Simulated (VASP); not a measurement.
# Mn (P6_3/mmc) in VASP: single point with r2SCAN

Aim: the single point of Mn with r2SCAN.

Program: VASP 6.6.1. These are calculated values, not measurements. Logs are shortened: lines on timing, memory, paths and dates and some standing lists are left out, and cuts for length are marked.

### Step 1. The cell of the first run

The structure is hexagonal, space group P6_3/mmc (No. 194). Conventional cell: a = 2.803 Å, b = 2.803 Å, c = 4.514 Å, α = 90.00°, β = 90.00°, γ = 120.00°. Mn (site symmetry -6m2) has 12 Mn at 2.78 to 2.80 Å within 3.7 Å.

This isn't the form of Mn at room conditions, which is a 58-atom cubic cell.

### Step 2. Single point, r2SCAN, collinear spin, ferromagnetic start

Contents of POSCAR:

```
Mn
1.0
    2.8033701236      0.0000000000      0.0000000000
   -1.4016850618      2.4277897433      0.0000000000
    0.0000000000      0.0000000000      4.5138801884
Mn
2
Direct
    0.3333333333      0.6666666667      0.2500000000
    0.6666666667      0.3333333333      0.7500000000
```

Contents of INCAR.step1:

```
  PREC = Accurate
  ENCUT = 520
  ISMEAR = -1
  SIGMA = 0.1
  LREAL = False
  LASPH = True
  NELM = 150
  ISPIN = 2
  MAGMOM = 3.753 3.753
  LMAXMIX = 4
  NBANDS = 24
  GGA = PE
  ALGO = Normal
  EDIFF = 1E-4
  LWAVE = True
  LCHARG = False
```

Contents of INCAR.step2:

```
  PREC = Accurate
  ENCUT = 520
  EDIFF = 1E-7
  ISMEAR = -1
  SIGMA = 0.1
  LREAL = False
  LASPH = True
  NELM = 150
  ALGO = Normal
  ISIF = 2
  LWAVE = False
  LCHARG = False
  ISPIN = 2
  MAGMOM = 3.753 3.753
  LORBIT = 11
  LMAXMIX = 4
  METAGGA = R2SCAN
  LMIXTAU = True
  NBANDS = 24
  ISTART = 1
```

Contents of KPOINTS:

```
regular mesh
0
Gamma
  7 7 4
```

Potentials or basis: VASP PAW PBE potentials, release 64 (Mn_pv).

The run is started by

```console
$ cat potpaw_PBE.64/Mn_pv/POTCAR > POTCAR
$ cp INCAR.step1 INCAR
$ mpirun -np 1 vasp_std > vasp.out
$ cp INCAR.step2 INCAR
$ mpirun -np 1 vasp_std > vasp.out
```

OUTCAR:

```text
PREC = Accurate
   ENCUT = 520
   EDIFF = 1E-7
   ISMEAR = -1
   LREAL = False
   LASPH = True
   NELM = 150
   ISIF = 2
   ISPIN = 2
   LORBIT = 11
   METAGGA = R2SCAN
   ISTART = 1

 ion  position               nearest neighbor table
   1  0.333  0.667  0.250-   2 2.78   2 2.78   2 2.78   2 2.78   2 2.78   2 2.78
   2  0.667  0.333  0.750-   1 2.78   1 2.78   1 2.78   1 2.78   1 2.78   1 2.78

  LATTYP: Found a hexagonal cell.
 ALAT       =     2.8033701236
 C/A-ratio  =     1.6101620512

  Lattice vectors:

 A1 = (   2.8033701236,   0.0000000000,   0.0000000000)
 A2 = (  -1.4016850618,   2.4277897433,   0.0000000000)
 A3 = (   0.0000000000,   0.0000000000,   4.5138801884)

Analysis of symmetry for initial positions (statically):
=====================================================================
 Subroutine PRICEL returns:
 Original cell was already a primitive cell.

 Routine SETGRP: Setting up the symmetry group for a
 hexagonal supercell.

 Subroutine GETGRP returns: Found 24 space group operations
 (whereof 12 operations were pure point group operations)
 out of a pool of 24 trial point group operations.

The static configuration has the point symmetry D_3d.
 The point group associated with its full space group is D_6h.

Analysis of symmetry for dynamics (positions and initial velocities):
=====================================================================
 Subroutine PRICEL returns:
 Original cell was already a primitive cell.

 Routine SETGRP: Setting up the symmetry group for a
 hexagonal supercell.

 Subroutine GETGRP returns: Found 24 space group operations
 (whereof 12 operations were pure point group operations)
 out of a pool of 24 trial point group operations.

The dynamic configuration has the point symmetry D_3d.
 The point group associated with its full space group is D_6h.

Analysis of structural, dynamic, and magnetic symmetry:
=====================================================================
 Subroutine PRICEL returns:
 Original cell was already a primitive cell.

 Routine SETGRP: Setting up the symmetry group for a
 hexagonal supercell.

 Subroutine GETGRP returns: Found 24 space group operations
 (whereof 12 operations were pure point group operations)
 out of a pool of 24 trial point group operations.

The overall configuration has the point symmetry D_3d.
 The point group associated with its full space group is D_6h.

 Subroutine INISYM returns: Found 24 space group operations
 (whereof 12 operations are pure point group operations),
 and found     1 'primitive' translations

----------------------------------------------------------------------------------------

                                     Primitive cell

  volume of cell :      30.7214

  direct lattice vectors                    reciprocal lattice vectors
     2.803370124  0.000000000  0.000000000     0.356713511  0.205948642  0.000000000
    -1.401685062  2.427789743  0.000000000     0.000000000  0.411897283  0.000000000
     0.000000000  0.000000000  4.513880188     0.000000000  0.000000000  0.221538889

  length of vectors
     2.803370124  2.803370124  4.513880188     0.411897283  0.411897283  0.221538889

  position of ions in fractional coordinates (direct lattice)
     0.333333333  0.666666667  0.250000000
     0.666666667  0.333333333  0.750000000

  ion indices of the primitive-cell ions
   primitive index   ion index
                 1           1
                 2           2

----------------------------------------------------------------------------------------

 KPOINTS: regular mesh

Automatic generation of k-mesh.
 Grid dimensions read from file:
 generate k-points for:    7    7    4

 Generating k-lattice:

  Cartesian coordinates                     Fractional coordinates (reciprocal lattice)
     0.050959073  0.029421235  0.000000000     0.142857143  0.000000000  0.000000000
     0.000000000  0.058842469  0.000000000     0.000000000  0.142857143  0.000000000
     0.000000000  0.000000000  0.055384722     0.000000000  0.000000000  0.250000000

  Length of vectors
     0.058842469  0.058842469  0.055384722

  Shift w.r.t. Gamma in fractional coordinates (k-lattice)
     0.000000000  0.000000000  0.000000000

 Subroutine IBZKPT returns following result:
 ===========================================

 Found     24 irreducible k-points:

 Following reciprocal coordinates:
            Coordinates               Weight
  0.000000  0.000000  0.000000      1.000000
  0.142857  0.000000  0.000000      6.000000
  0.285714  0.000000  0.000000      6.000000
  0.428571  0.000000  0.000000      6.000000
  0.142857  0.142857  0.000000      6.000000
  0.285714  0.142857  0.000000     12.000000
[... 16 lines left out ...]
  0.428571  0.142857  0.500000      6.000000
  0.285714  0.285714  0.500000      6.000000
   k-points           NKPTS =     24   k-points in BZ     NKDIM =     24   number of bands    NBANDS=     24
   number of dos      NEDOS =    301   number of ions     NIONS =      2
   total plane-waves  NPLWV =  20736
   dimension x,y,z NGX =    24 NGY =   24 NGZ =   36
   dimension x,y,z NGXF=    48 NGYF=   48 NGZF=   72
   ions per type =               2
   NGX,Y,Z   is equivalent  to a cutoff of  14.23, 14.23, 13.26 a.u.
   NGXF,Y,Z  is equivalent  to a cutoff of  28.47, 28.47, 26.52 a.u.
 SYSTEM =  unknown system
   PREC   = accura    normal or accurate (medium, high low for compatibility)
   ISTART =      1    job   : 0-new  1-cont  2-samecut
   ICHARG =      0    charge: 1-file 2-atom 10-const
   ISPIN  =      2    spin polarized calculation?
   LNONCOLLINEAR =      F non collinear calculations
   LSORBIT =      F    spin-orbit coupling
   LASPH  =      T    aspherical Exc in radial PAW
   ENCUT  =  520.0 eV  38.22 Ry    6.18 a.u.   5.21  5.21  8.39*2*pi/ulx,y,z
   NELM   =    150;   NELMIN=  2; NELMDL=  0     # of ELM steps
   EDIFF  = 0.1E-06   stopping-criterion for ELM
   LREAL  =      F    real-space projection
   EDIFFG = 0.1E-05   stopping-criterion for IOM
   NSW    =      0    number of steps for IOM
   IBRION =     -1    ionic relax: 0-MD 1-quasi-New 2-CG
   NFREE  =      0    steps in history (QN), initial steepest desc. (CG)
   ISIF   =      2    stress and relaxation
   ISYM   =      2    0-nonsym 1-usesym 2-fastsym
   POTIM  = 0.5000    time-step for ionic-motion
   TEBEG  =    0.0;   TEEND  =   0.0 temperature during run
   PSTRESS=    0.0 pullay stress
   NELECT =      26.0000    total number of electrons
   NUPDOWN=      -1.0000    fix difference up-down
   EMIN   =  10.00;   EMAX   =-10.00  energy-range for DOS
   EFERMI =   0.00;   METHOD = LEGACY
   ISMEAR =    -1;   SIGMA  =   0.10  broadening in eV -4-tet -1-fermi 0-gaus
   EFERMI_NEDOS =   21; number of points for ismear=-14 and -15
   IALGO  =     38    algorithm
   IMIX   =      4    mixing-type and parameters
     AMIX     =   0.40;   BMIX     =  1.00
     AMIX_MAG =   1.60;   BMIX_MAG =  1.00
  volume/ion in A,a.u.               =      15.36       103.66
  Fermi-wavevector in a.u.,A,eV,Ry     =   1.548527  2.926292 32.625896  2.397936
  Thomas-Fermi vector in A             =   2.653464
   LORBIT       =     11    0 simple, 1 ext, 2 COOP (PROOUT), +10 PAW based schemes
   METAGGA = R2SCAN    functional components
   LHFCALC =     F    Hartree Fock is set to
   AEXX    =    0.0000 exact exchange contribution
   IVDW    =     0    specifies the selected vdW correction
   LEPSILON=     F    determine dielectric tensor
   LRPA    =     F    only Hartree local field effects (RPA)
 spin polarized calculation
  energy-cutoff  :      520.00
  volume of cell :       30.72
 maximum number of plane-waves:       836
 NGX is ok and might be reduce to    24
   NGX = 11   NGY = 11   NGZ = 17

 number of electron      26.0000014 magnetization       7.6501993

 Free energy of the ion-electron system (eV)
  ---------------------------------------------------
  ext. energy  EPLUGINS =         0.00000000
  ---------------------------------------------------
  free energy    TOTEN  =       -29.26999307 eV

  energy without entropy =      -29.21654658  energy(sigma->0) =      -29.24326983

 E-fermi :   6.8196     XC(G=0): -12.9061

 val. band max:        6.7848565413   @ k =   0.2857   0.2857   0.5000
 cond. band min:       6.8303767964   @ k =   0.2857   0.1429   0.2500
 fundamental gap:      0.0455202551
 Fermi energy:         6.8195987675

 spin component 1

 k-point     1 :       0.0000    0.0000    0.0000
  band No.  band energies     occupation
      1     -44.9693      1.00000
      2     -44.7556      1.00000
      3     -44.7555      1.00000
      4     -44.7395      1.00000
      5     -44.7209      1.00000
      6     -44.7208      1.00000
[... 16 lines left out ...]
     23      27.1171      0.00000
     24      27.4511      0.00000
[... 597 lines left out ...]
      1     -44.9113      1.00000
      2     -44.9113      1.00000
      3     -44.8393      1.00000
      4     -44.8393      1.00000
      5     -44.7741      1.00000
      6     -44.7741      1.00000
[... 16 lines left out ...]
     23      24.0080      0.00000
     24      24.0080      0.00000
 Fermi energy:         6.8195987675

 spin component 2

 k-point     1 :       0.0000    0.0000    0.0000
  band No.  band energies     occupation
      1     -39.6781      1.00000
      2     -39.4215      1.00000
      3     -39.4214      1.00000
      4     -39.3863      1.00000
      5     -39.3811      1.00000
      6     -39.3810      1.00000
[... 16 lines left out ...]
     23      28.7182      0.00000
     24      28.7182      0.00000
[... 598 lines left out ...]
      2     -39.6173      1.00000
      3     -39.5262      1.00000
      4     -39.5262      1.00000
      5     -39.4356      1.00000
      6     -39.4356      1.00000
[... 16 lines left out ...]
     23      25.6732      0.00000
     24      25.6732      0.00000

------------------------ aborting loop because EDIFF is reached ----------------------------------------

  FORCE on cell =-STRESS in cart. coord.  units (eV):
  Direction    XX          YY          ZZ          XY          YZ          ZX
  --------------------------------------------------------------------------------------
  -------------------------------------------------------------------------------------
  Total        0.2908549      0.2908549      0.1281046      0.0000000     -0.0000000      0.0000000
  in kB       15.1685963     15.1685963      6.6808825      0.0000000     -0.0000000      0.0000000
  external PRESSURE =      12.3393584 kB  Pullay stress =       0.0000000 kB

 VOLUME and BASIS-vectors are now :
 -----------------------------------------------------------------------------
  energy-cutoff  :      520.00
  volume of cell :       30.72
      direct lattice vectors                 reciprocal lattice vectors
     2.803370124  0.000000000  0.000000000     0.356713511  0.205948642  0.000000000
    -1.401685062  2.427789743  0.000000000     0.000000000  0.411897283  0.000000000
     0.000000000  0.000000000  4.513880188     0.000000000  0.000000000  0.221538889

 POSITION                                       TOTAL-FORCE (eV/Angst)
 -----------------------------------------------------------------------------------
     -0.00000      1.61853      1.12847        -0.000000      0.000000      0.000000
      1.40169      0.80926      3.38541         0.000000     -0.000000      0.000000
 -----------------------------------------------------------------------------------
    total drift:                                0.000000     -0.000000      0.000000

  FREE ENERGIE OF THE ION-ELECTRON SYSTEM (eV)
  ---------------------------------------------------
  free  energy   TOTEN  =       -29.2699930695 eV

  energy  without entropy=      -29.2165465823  energy(sigma->0) =      -29.24326983

 total charge

# of ion       s       p       d       tot
------------------------------------------
    1        0.354   6.234   4.944  11.532
    2        0.354   6.234   4.944  11.532
--------------------------------------------------
tot          0.708  12.469   9.888  23.064

 magnetization (x)

# of ion       s       p       d       tot
------------------------------------------
    1       -0.013  -0.014   3.793   3.766
    2       -0.013  -0.014   3.793   3.766
--------------------------------------------------
tot         -0.026  -0.029   7.587   7.533
```

It took 2.5 min on 1 thread of Intel Xeon 8259CL, shared host; peak memory 0.19 GiB.

What came out:

| Quantity | Value |
| --- | --- |
| Free energy | -29.2700 eV |
| Pressure | 1.2 GPa |
| Net moment | 7.65 μB per cell |
| Site moments | Mn +3.77 μB |
| Valence electrons inside the program's atomic spheres | Mn 11.53 |

Stress tensor (GPa, compression positive):
```
1.52 0.00 0.00
0.00 1.52 0.00
0.00 0.00 0.67
```

Levels at points of the mesh, in eV from the Fermi level:
Spin up:
```
           k point  band 13  band 14  band 15  band 16  band 17  band 18  band 19  band 20  band 21  band 22
(0.00, 0.00, 0.00)    -2.34    -2.09    -2.09    -1.16    -1.16    -0.38     4.60    17.95    19.39    19.39
(0.00, 0.00, 0.50)    -2.66    -2.66    -1.42    -1.42    -1.42    -1.42    12.04    12.04    18.42    18.42
```
Spin down:
| k point | band 7 | band 8 | band 9 | band 10 | band 11 | band 12 |
| --- | --- | --- | --- | --- | --- | --- |
| (0.00, 0.00, 0.00) | -7.70 | -2.10 | -0.31 | 2.06 | 2.06 | 2.12 |
| (0.00, 0.00, 0.50) | -5.64 | -5.64 | 1.14 | 1.14 | 2.02 | 2.02 |

Caveat: the k points lie up to 0.37 Å⁻¹ apart; the PAW data sets were made with another functional, which shifts forces and pressure a little.
